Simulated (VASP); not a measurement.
Write the native input for VASP 6.6.1 that does the following.

```yaml
Task: single point
Functional: r2SCAN
Potentials_or_basis: VASP PAW PBE potentials, release 64 (Ca_sv)
Cutoff: 520 eV
k_mesh: 16 × 16 × 16
Occupations: gaussian, width 0.15 eV
Spin: no spin polarisation
Dipole_correction: no
Further_INCAR_settings: ALGO = Normal; EDIFF = 1e-06; NBANDS = 11
```

Crystal: Ca.

```
CELL_PARAMETERS angstrom
-2.10792 2.10792 2.52950
2.10792 -2.10792 2.52950
2.10792 2.10792 -2.52950
ATOMIC_POSITIONS crystal
Ca 0.00000 0.00000 0.00000
```

This cell differs from its parent crystal: ratio of the length along z to the lengths across it x 1.2, volume and fractional coordinates fixed.

These files were run (other wordings do the same):

POSCAR

```
Ca
1.0
   -2.1079207047      2.1079207047      2.5295048456
    2.1079207047     -2.1079207047      2.5295048456
    2.1079207047      2.1079207047     -2.5295048456
Ca
1
Direct
    0.0000000000      0.0000000000      0.0000000000
```

INCAR.step1

```
PREC = Accurate
ENCUT = 520
ISMEAR = 0
SIGMA = 0.15
LREAL = F
LASPH = T
NELM = 100
NBANDS = 11
GGA = PE
ALGO = Normal
EDIFF = 1E-4
LWAVE = T
LCHARG = F
```

INCAR.step2

```
PREC = Accurate
ENCUT = 520
EDIFF = 1E-6
ISMEAR = 0
SIGMA = 0.15
LREAL = F
LASPH = T
NELM = 100
ALGO = Normal
ISIF = 2
LWAVE = F
LCHARG = F
METAGGA = R2SCAN
LMIXTAU = T
NBANDS = 11
ISTART = 1
```

KPOINTS

```
Automatic mesh
0
Gamma
  16 16 16
```

Potentials or basis: VASP PAW PBE potentials, release 64 (Ca_sv).

Command:

```bash
$ cat potpaw_PBE.64/Ca_sv/POTCAR > POTCAR
$ cp INCAR.step1 INCAR
$ mpirun -np 1 vasp_std > vasp.out
$ cp INCAR.step2 INCAR
$ mpirun -np 1 vasp_std > vasp.out
```

Results of the run:

```json
{
 "Pressure": "-0.6 GPa",
 "Band gap on the k mesh": "zero (bands 5 and 6 overlap by 0.63 eV)"
}
```

Caveat: the PAW data sets were made with another functional, which shifts forces and pressure a little.

Run time: 13 min on 1 thread of Intel Xeon 8259CL (shared host), peak memory 0.3 GiB.
